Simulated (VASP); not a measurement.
Write the native input for VASP 6.6.1 that does the following.

```yaml
Task: single point
Functional: LDA
Potentials_or_basis: VASP PAW LDA potentials, release 64 (Ga_d, Sb)
Cutoff: 520 eV
k_mesh: 16 × 16 × 16
Occupations: gaussian, width 0.15 eV
Spin: no spin polarisation
Dipole_correction: no
Further_INCAR_settings: ALGO = Normal; EDIFF = 1e-06; NBANDS = 16
```

The structure of GaSb lies in POSCAR:

```
GaSb
1.0
   -1.6980502239      2.4992771138      2.5938200430
    1.6980502239     -2.4992771138      2.5938200430
    1.6980502239      2.4992771138     -2.5938200430
Ga Sb
1 1
Direct
    0.0000000000      0.0000000000      0.0000000000
    0.5000000000      0.5000000000      0.0000000000
```

This cell differs from its parent crystal: strain +e along x and -e along y +0.0400, strain +e along z and -e/2 along x and y -0.0750.

One way to write it, as run:

INCAR

```
SYSTEM = GaSb
PREC     = Accurate       ! precision mode
ENCUT    = 520            ! plane-wave cutoff, eV
EDIFF    = 1E-6           ! SCF threshold, eV
ISMEAR   = 0              ! smearing method
SIGMA    = 0.15           ! smearing width, eV
LREAL    = .FALSE.        ! projectors in reciprocal space
LASPH    = .TRUE.         ! aspherical terms in the spheres
NELM     = 80             ! most SCF steps
ALGO     = Normal         ! electronic algorithm
ISIF     = 2              ! what is computed and relaxed
LWAVE    = .FALSE.        ! write WAVECAR
LCHARG   = .FALSE.        ! write CHGCAR
NBANDS   = 16             ! bands
```

KPOINTS

```
Automatic mesh
0
G
  16 16 16
  0 0 0
```

Potentials or basis: VASP PAW LDA potentials, release 64 (Ga_d, Sb).

Command:

```sh
$ cat potpaw_LDA.64/Ga_d/POTCAR potpaw_LDA.64/Sb/POTCAR > POTCAR
$ mpirun -np 1 vasp_std > vasp.out
```

Results of the run:

The pressure is 2.8 GPa and the band gap on the k mesh is zero (bands 9 and 10 overlap by 5.76 eV).

Caveat: the cell differs from its parent crystal (strain +e along x and -e along y +0.0400, strain +e along z and -e/2 along x and y -0.0750); the stress differs along the axes, from -4 to 16 GPa; spin-orbit coupling is left out, which moves the levels of the heavy elements.

Run time: 3.4 min on 1 thread of Intel(R) Xeon(R) Platinum 8488C (Sapphire Rapids), on a shared host, peak memory 0.53 GiB.
